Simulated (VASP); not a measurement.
# Co (P6_3/mmc) in VASP: settings compared

Co is run at these levels: PBEsol, PBE; tasks: single point.

Everything below comes from runs of VASP 6.6.1. Logs are shortened: lines on timing, memory, paths and dates and some standing lists are left out, and cuts for length are marked.

### 1 The cell of the first run

Symmetry: P6_3/mmc, No. 194, hexagonal system. The conventional cell has a = 2.519 Å, b = 2.519 Å, c = 4.091 Å, α = 90.00°, β = 90.00°, γ = 120.00°. Co (site symmetry -6m2) has 12 Co at 2.51 to 2.52 Å within 3.3 Å.

### 2 Single point, PBEsol, collinear spin, ferromagnetic start

Contents of INCAR:

```
PREC     = Accurate       # precision mode
ENCUT    = 520            # plane-wave cutoff, eV
EDIFF    = 1E-6           # SCF threshold, eV
ISMEAR   = -1             # smearing method
SIGMA    = 0.05           # smearing width, eV
LREAL    = False          # projectors in reciprocal space
LASPH    = True           # aspherical terms in the spheres
NELM     = 150            # most SCF steps
ALGO     = Normal         # electronic algorithm
ISIF     = 2              # what is computed and relaxed
LWAVE    = False          # write WAVECAR
LCHARG   = False          # write CHGCAR
ISPIN    = 2              # spin polarisation
MAGMOM   = 2 2            # initial moments
LORBIT   = 11             # projections on sites
LMAXMIX  = 4              # l up to which the mixer works
GGA      = PS             # functional
NBANDS   = 20             # bands
```

Contents of KPOINTS:

```
Automatic mesh
0
Gamma
  19 19 10
```

Contents of POSCAR:

```
Co
1.0
    2.5190008694      0.0000000000      0.0000000000
   -1.2595004347      2.1815187451      0.0000000000
    0.0000000000      0.0000000000      4.0910000000
Co
2
Direct
    0.3333333333      0.6666666667      0.2500000000
    0.6666666667      0.3333333333      0.7500000000
```

Potentials or basis: VASP PAW PBE potentials, release 64 (Co).

Run with:

```bash
$ cat potpaw_PBE.64/Co/POTCAR > POTCAR
$ mpirun -np 1 vasp_std > vasp.out
```

OUTCAR:

```text
PREC = Accurate
   ENCUT = 520
   EDIFF = 1E-6
   ISMEAR = -1
   LREAL = False
   LASPH = True
   NELM = 150
   ISIF = 2
   ISPIN = 2
   LORBIT = 11
   GGA = PS

 ion  position               nearest neighbor table
   1  0.333  0.667  0.250-   2 2.51   2 2.51   2 2.51   2 2.51   2 2.51   2 2.51
   2  0.667  0.333  0.750-   1 2.51   1 2.51   1 2.51   1 2.51   1 2.51   1 2.51

  LATTYP: Found a hexagonal cell.
 ALAT       =     2.5190008694
 C/A-ratio  =     1.6240566050

  Lattice vectors:

 A1 = (   2.5190008694,   0.0000000000,   0.0000000000)
 A2 = (  -1.2595004347,   2.1815187451,   0.0000000000)
 A3 = (   0.0000000000,   0.0000000000,   4.0910000000)

Analysis of symmetry for initial positions (statically):
=====================================================================
 Subroutine PRICEL returns:
 Original cell was already a primitive cell.

 Routine SETGRP: Setting up the symmetry group for a
 hexagonal supercell.

 Subroutine GETGRP returns: Found 24 space group operations
 (whereof 12 operations were pure point group operations)
 out of a pool of 24 trial point group operations.

The static configuration has the point symmetry D_3d.
 The point group associated with its full space group is D_6h.

Analysis of symmetry for dynamics (positions and initial velocities):
=====================================================================
 Subroutine PRICEL returns:
 Original cell was already a primitive cell.

 Routine SETGRP: Setting up the symmetry group for a
 hexagonal supercell.

 Subroutine GETGRP returns: Found 24 space group operations
 (whereof 12 operations were pure point group operations)
 out of a pool of 24 trial point group operations.

The dynamic configuration has the point symmetry D_3d.
 The point group associated with its full space group is D_6h.

Analysis of structural, dynamic, and magnetic symmetry:
=====================================================================
 Subroutine PRICEL returns:
 Original cell was already a primitive cell.

 Routine SETGRP: Setting up the symmetry group for a
 hexagonal supercell.

 Subroutine GETGRP returns: Found 24 space group operations
 (whereof 12 operations were pure point group operations)
 out of a pool of 24 trial point group operations.

The overall configuration has the point symmetry D_3d.
 The point group associated with its full space group is D_6h.

 Subroutine INISYM returns: Found 24 space group operations
 (whereof 12 operations are pure point group operations),
 and found     1 'primitive' translations

----------------------------------------------------------------------------------------

                                     Primitive cell

  volume of cell :      22.4811

  direct lattice vectors                    reciprocal lattice vectors
     2.519000869  0.000000000  0.000000000     0.396982793  0.229198122  0.000000000
    -1.259500435  2.181518745  0.000000000     0.000000000  0.458396244  0.000000000
     0.000000000  0.000000000  4.091000000     0.000000000  0.000000000  0.244439012

  length of vectors
     2.519000869  2.519000869  4.091000000     0.458396244  0.458396244  0.244439012

  position of ions in fractional coordinates (direct lattice)
     0.333333333  0.666666667  0.250000000
     0.666666667  0.333333333  0.750000000

  ion indices of the primitive-cell ions
   primitive index   ion index
                 1           1
                 2           2

----------------------------------------------------------------------------------------

 KPOINTS: Automatic mesh

Automatic generation of k-mesh.
 Grid dimensions read from file:
 generate k-points for:   19   19   10

 Generating k-lattice:

  Cartesian coordinates                     Fractional coordinates (reciprocal lattice)
     0.020893831  0.012063059  0.000000000     0.052631579  0.000000000  0.000000000
     0.000000000  0.024126118  0.000000000     0.000000000  0.052631579  0.000000000
     0.000000000  0.000000000  0.024443901     0.000000000  0.000000000  0.100000000

  Length of vectors
     0.024126118  0.024126118  0.024443901

  Shift w.r.t. Gamma in fractional coordinates (k-lattice)
     0.000000000  0.000000000  0.000000000

 Subroutine IBZKPT returns following result:
 ===========================================

 Found    240 irreducible k-points:

 Following reciprocal coordinates:
            Coordinates               Weight
  0.000000  0.000000  0.000000      1.000000
  0.052632 -0.000000  0.000000      6.000000
  0.105263 -0.000000  0.000000      6.000000
  0.157895  0.000000  0.000000      6.000000
  0.210526 -0.000000  0.000000      6.000000
  0.263158 -0.000000  0.000000      6.000000
[... 16 lines left out ...]
  0.263158  0.105263  0.000000     12.000000
  0.315789  0.105263  0.000000     12.000000
 [... further k-points ...]
   k-points           NKPTS =    240   k-points in BZ     NKDIM =    240   number of bands    NBANDS=     20
   number of dos      NEDOS =    301   number of ions     NIONS =      2
   total plane-waves  NPLWV =  12000
   dimension x,y,z NGX =    20 NGY =   20 NGZ =   30
   dimension x,y,z NGXF=    40 NGYF=   40 NGZF=   60
   ions per type =               2
   NGX,Y,Z   is equivalent  to a cutoff of  13.20, 13.20, 12.19 a.u.
   NGXF,Y,Z  is equivalent  to a cutoff of  26.40, 26.40, 24.38 a.u.
 SYSTEM =  unknown system
   PREC   = accura    normal or accurate (medium, high low for compatibility)
   ISTART =      0    job   : 0-new  1-cont  2-samecut
   ICHARG =      2    charge: 1-file 2-atom 10-const
   ISPIN  =      2    spin polarized calculation?
   LNONCOLLINEAR =      F non collinear calculations
   LSORBIT =      F    spin-orbit coupling
   LASPH  =      T    aspherical Exc in radial PAW
   ENCUT  =  520.0 eV  38.22 Ry    6.18 a.u.   4.68  4.68  7.61*2*pi/ulx,y,z
   NELM   =    150;   NELMIN=  2; NELMDL= -5     # of ELM steps
   EDIFF  = 0.1E-05   stopping-criterion for ELM
   LREAL  =      F    real-space projection
   EDIFFG = 0.1E-04   stopping-criterion for IOM
   NSW    =      0    number of steps for IOM
   IBRION =     -1    ionic relax: 0-MD 1-quasi-New 2-CG
   NFREE  =      0    steps in history (QN), initial steepest desc. (CG)
   ISIF   =      2    stress and relaxation
   ISYM   =      2    0-nonsym 1-usesym 2-fastsym
   POTIM  = 0.5000    time-step for ionic-motion
   TEBEG  =    0.0;   TEEND  =   0.0 temperature during run
   PSTRESS=    0.0 pullay stress
   NELECT =      18.0000    total number of electrons
   NUPDOWN=      -1.0000    fix difference up-down
   EMIN   =  10.00;   EMAX   =-10.00  energy-range for DOS
   EFERMI =   0.00;   METHOD = LEGACY
   ISMEAR =    -1;   SIGMA  =   0.05  broadening in eV -4-tet -1-fermi 0-gaus
   EFERMI_NEDOS =   21; number of points for ismear=-14 and -15
   IALGO  =     38    algorithm
   IMIX   =      4    mixing-type and parameters
     AMIX     =   0.40;   BMIX     =  1.00
     AMIX_MAG =   1.60;   BMIX_MAG =  1.00
  volume/ion in A,a.u.               =      11.24        75.85
  Fermi-wavevector in a.u.,A,eV,Ry     =   1.520174  2.872713 31.442115  2.310930
  Thomas-Fermi vector in A             =   2.629061
   LORBIT       =     11    0 simple, 1 ext, 2 COOP (PROOUT), +10 PAW based schemes
   GGA     = PS    functional components
   LHFCALC =     F    Hartree Fock is set to
   AEXX    =    0.0000 exact exchange contribution
   IVDW    =     0    specifies the selected vdW correction
   LEPSILON=     F    determine dielectric tensor
   LRPA    =     F    only Hartree local field effects (RPA)
 spin polarized calculation
  energy-cutoff  :      520.00
  volume of cell :       22.48
 maximum number of plane-waves:       621
 NGX is ok and might be reduce to    20
   NGX =  9   NGY =  9   NGZ = 15

 number of electron      18.0000005 magnetization       3.2676445

 Free energy of the ion-electron system (eV)
  ---------------------------------------------------
  ext. energy  EPLUGINS =         0.00000000
  ---------------------------------------------------
  free energy    TOTEN  =       -15.37671385 eV

  energy without entropy =      -15.36121893  energy(sigma->0) =      -15.36896639

 E-fermi :   9.5819     XC(G=0): -13.3704

 val. band max:        9.5818722717   @ k =   0.1053   0.1053   0.1000
 cond. band min:       9.5846636594   @ k =   0.1579   0.0526   0.0000
 fundamental gap:      0.0027913876
 Fermi energy:         9.5819496675

 spin component 1

 k-point     1 :       0.0000    0.0000    0.0000
  band No.  band energies     occupation
      1       0.8164      1.00000
      2       4.5891      1.00000
      3       7.0068      1.00000
      4       7.0517      1.00000
      5       7.0517      1.00000
      6       7.3423      1.00000
[... 12 lines left out ...]
     19      34.8850      0.00000
     20      34.8850      0.00000
[... 507 lines left out ...]
 k-point    24 :       0.3158    0.1053    0.0000
  band No.  band energies     occupation
      1       4.5513      1.00000
      2       5.3645      1.00000
      3       5.5262      1.00000
      4       6.4263      1.00000
      5       6.8873      1.00000
      6       7.2493      1.00000
[... 12 lines left out ...]
     19      32.2106      0.00000
     20      33.8575      0.00000

 [... further k-points ...]

 spin component 2

 k-point     1 :       0.0000    0.0000    0.0000
  band No.  band energies     occupation
      1       0.8669      1.00000
      2       5.5539      1.00000
      3       8.6408      1.00000
      4       8.6953      1.00000
      5       8.6953      1.00000
      6       9.0372      0.99998
[... 12 lines left out ...]
     19      35.2180      0.00000
     20      35.2180      0.00000
[... 507 lines left out ...]
 k-point    24 :       0.3158    0.1053    0.0000
  band No.  band energies     occupation
      1       4.9320      1.00000
      2       6.6488      1.00000
      3       6.7563      1.00000
      4       7.5356      1.00000
      5       8.4889      1.00000
      6       8.8178      1.00000
[... 12 lines left out ...]
     19      32.5659      0.00000
     20      34.2381      0.00000

 [... further k-points ...]

------------------------ aborting loop because EDIFF is reached ----------------------------------------

  FORCE on cell =-STRESS in cart. coord.  units (eV):
  Direction    XX          YY          ZZ          XY          YZ          ZX
  --------------------------------------------------------------------------------------
  -------------------------------------------------------------------------------------
  Total       -2.2676113     -2.2676113     -2.4755499      0.0000000     -0.0000000     -0.0000000
  in kB     -161.6078482   -161.6078482   -176.4271917      0.0000000     -0.0000000     -0.0000000
  external PRESSURE =    -166.5476294 kB  Pullay stress =       0.0000000 kB

 VOLUME and BASIS-vectors are now :
 -----------------------------------------------------------------------------
  energy-cutoff  :      520.00
  volume of cell :       22.48
      direct lattice vectors                 reciprocal lattice vectors
     2.519000869  0.000000000  0.000000000     0.396982793  0.229198122  0.000000000
    -1.259500435  2.181518745  0.000000000     0.000000000  0.458396244  0.000000000
     0.000000000  0.000000000  4.091000000     0.000000000  0.000000000  0.244439012

 POSITION                                       TOTAL-FORCE (eV/Angst)
 -----------------------------------------------------------------------------------
     -0.00000      1.45435      1.02275        -0.000000      0.000000      0.000000
      1.25950      0.72717      3.06825         0.000000      0.000000      0.000000
 -----------------------------------------------------------------------------------
    total drift:                               -0.000000      0.000000     -0.000000

  FREE ENERGIE OF THE ION-ELECTRON SYSTEM (eV)
  ---------------------------------------------------
  free  energy   TOTEN  =       -15.3767138493 eV

  energy  without entropy=      -15.3612189320  energy(sigma->0) =      -15.36896639

 total charge

# of ion       s       p       d       tot
------------------------------------------
    1        0.475   0.495   7.234   8.204
    2        0.475   0.495   7.234   8.204
--------------------------------------------------
tot          0.949   0.989  14.469  16.407

 magnetization (x)

# of ion       s       p       d       tot
------------------------------------------
    1       -0.014  -0.051   1.721   1.656
    2       -0.014  -0.051   1.721   1.656
--------------------------------------------------
tot         -0.029  -0.101   3.441   3.311
```

It took 87 s on 1 thread of Intel Xeon 6975P-C (Granite Rapids), shared host; peak memory 0.25 GiB.

Results:

```yaml
Free_energy: -15.3767 eV
Pressure: -16.7 GPa
Net_moment: 3.27 μB per cell
Site_moments: Co +1.66 μB
Valence_electrons_inside_the_program's_atomic_spheres: Co 8.20
```

Levels at points of the mesh, in eV from the Fermi level:
Spin up:
```csv
k point,band 9,band 10,band 11,band 12,band 13,band 14
"(0.00, 0.00, 0.00)",-1.90,-0.86,-0.86,-0.16,5.96,21.67
"(0.00, 0.00, 0.50)",-1.16,-1.16,-1.16,-1.16,14.46,14.46
```
Spin down:
```csv
k point,band 4,band 5,band 6,band 7,band 8,band 9,band 10,band 11
"(0.00, 0.00, 0.00)",-0.89,-0.89,-0.54,-0.54,-0.16,-0.12,-0.12,1.02
"(0.00, 0.00, 0.50)",-1.46,-0.94,-0.94,-0.94,-0.94,0.70,0.70,0.70
```

Caveat: the cell stands under tension; the PAW data sets were made with another functional, which shifts forces and pressure a little.

### 3 Single point, PBE, collinear spin, ferromagnetic start

Contents of INCAR:

```
SYSTEM = Co
ALGO = Normal
EDIFF = 1E-6
ENCUT = 520
GGA = PE
ISIF = 2
ISMEAR = -1
ISPIN = 2
LASPH = .True.
LCHARG = .False.
LMAXMIX = 4
LORBIT = 11
LREAL = .False.
LWAVE = .False.
MAGMOM = 2 2
NBANDS = 20
NELM = 150
PREC = Accurate
SIGMA = 0.05
```

Contents of KPOINTS:

```
k-points
0
Gamma
  19 19 10
  0 0 0
```

POSCAR is that of step 2.

Potentials or basis: VASP PAW PBE potentials, release 64 (Co).

Run with:

```bash
$ cat potpaw_PBE.64/Co/POTCAR > POTCAR
$ mpirun -np 1 vasp_std > vasp.out
```

Run time: 81 s. Hardware: 1 thread of Intel Xeon 6975P-C (Granite Rapids), shared host; peak memory 0.25 GiB.

Results (log left out):

| Quantity | Value |
| --- | --- |
| Free energy | -14.0578 eV |
| Pressure | -7.3 GPa |
| Net moment | 3.27 μB per cell |
| Site moments | Co +1.66 μB |
| Valence electrons inside the program's atomic spheres | Co 8.21 |

Stress tensor (GPa, compression positive):
```
-6.81  0.00  0.00
 0.00 -6.81  0.00
 0.00  0.00 -8.22
```

Levels at points of the mesh, in eV from the Fermi level:
Spin up:
```csv
k point,band 9,band 10,band 11,band 12,band 13,band 14
"(0.00, 0.00, 0.00)",-1.92,-0.90,-0.90,-0.10,5.98,21.73
"(0.00, 0.00, 0.50)",-1.19,-1.19,-1.19,-1.19,14.51,14.51
```
Spin down:
| k point | band 4 | band 5 | band 6 | band 7 | band 8 | band 9 | band 10 | band 11 |
| --- | --- | --- | --- | --- | --- | --- | --- | --- |
| (0.00, 0.00, 0.00) | -0.88 | -0.88 | -0.54 | -0.54 | -0.18 | -0.12 | -0.12 | 1.02 |
| (0.00, 0.00, 0.50) | -1.46 | -0.94 | -0.94 | -0.94 | -0.94 | 0.70 | 0.70 | 0.70 |

Caveat: the cell stands under tension.

### 4 Single point, PBE, collinear spin, antiferromagnetic start

Contents of INCAR:

```
SYSTEM = Co
ALGO = Normal ; EDIFF = 1E-6
ENCUT = 520 ; GGA = PE
ISIF = 2 ; ISMEAR = -1
ISPIN = 2 ; LASPH = .True.
LCHARG = .False. ; LMAXMIX = 4
LORBIT = 11 ; LREAL = .False.
LWAVE = .False. ; MAGMOM = 2 -2
NBANDS = 20 ; NELM = 150
PREC = Accurate ; SIGMA = 0.05
```

KPOINTS is that of step 3.

POSCAR is that of step 3.

Run with:

```bash
$ cat potpaw_PBE.64/Co/POTCAR > POTCAR
$ mpirun -np 1 vasp_std > vasp.out
```

Run time: 92 s. Hardware: 1 thread of Intel Xeon 6975P-C (Granite Rapids), shared host; peak memory 0.25 GiB.

It converged, with:

```
Free energy                                           : -13.5860 eV
Pressure                                              : -11.8 GPa
Band gap on the k mesh                                : zero (filled and empty bands overlap)
Net moment                                            : 0.00 μB per cell
Site moments                                          : Co +1.11, -1.11 μB
Valence electrons inside the program's atomic spheres : Co 8.21
```

Stress tensor (GPa, compression positive):
```
-12.56   0.00   0.00
  0.00 -12.56   0.00
  0.00   0.00 -10.30
```

Levels at points of the mesh, in eV from the Fermi level:
Spin up:
```tsv
k point	band 6	band 7	band 8	band 9	band 10	band 11	band 12	band 13
(0.00, 0.00, 0.00)	-1.38	-1.38	-0.99	-0.99	-0.16	0.27	0.27	6.45
(0.00, 0.00, 0.50)	-1.83	-1.65	-1.65	-0.53	-0.53	0.19	0.19	14.62
```
Spin down:
| k point | band 6 | band 7 | band 8 | band 9 | band 10 | band 11 | band 12 | band 13 |
| --- | --- | --- | --- | --- | --- | --- | --- | --- |
| (0.00, 0.00, 0.00) | -1.38 | -1.38 | -0.99 | -0.99 | -0.16 | 0.27 | 0.27 | 6.45 |
| (0.00, 0.00, 0.50) | -1.83 | -1.65 | -1.65 | -0.53 | -0.53 | 0.19 | 0.19 | 14.62 |

Caveat: the cell stands under tension.

### 5 The runs side by side

```tsv
level	spin	gap on the mesh (eV)	pressure (GPa)	moment (μB)
PBEsol	collinear, ferromagnetic start	none	-16.7	3.27
PBE	collinear, ferromagnetic start	none	-7.3	3.27
PBE	collinear, antiferromagnetic start	none	-11.8	0.00
```

Alike in all rows: task single point; potentials or basis VASP PAW PBE potentials, release 64 (Co); cell as given; k mesh 19 × 19 × 10; cutoff (eV) 520; smearing fermi-dirac 0.05 eV.

The pressure there spans -16.7 GPa (PBEsol) to -7.3 GPa (PBE); a positive pressure means that this level wants a larger cell, a negative one a smaller.

Caveats: the cell stands under tension; the PAW data sets were made with another functional, which shifts forces and pressure a little (at least some runs).

Absolute energies hang on the potentials; compare differences alone.
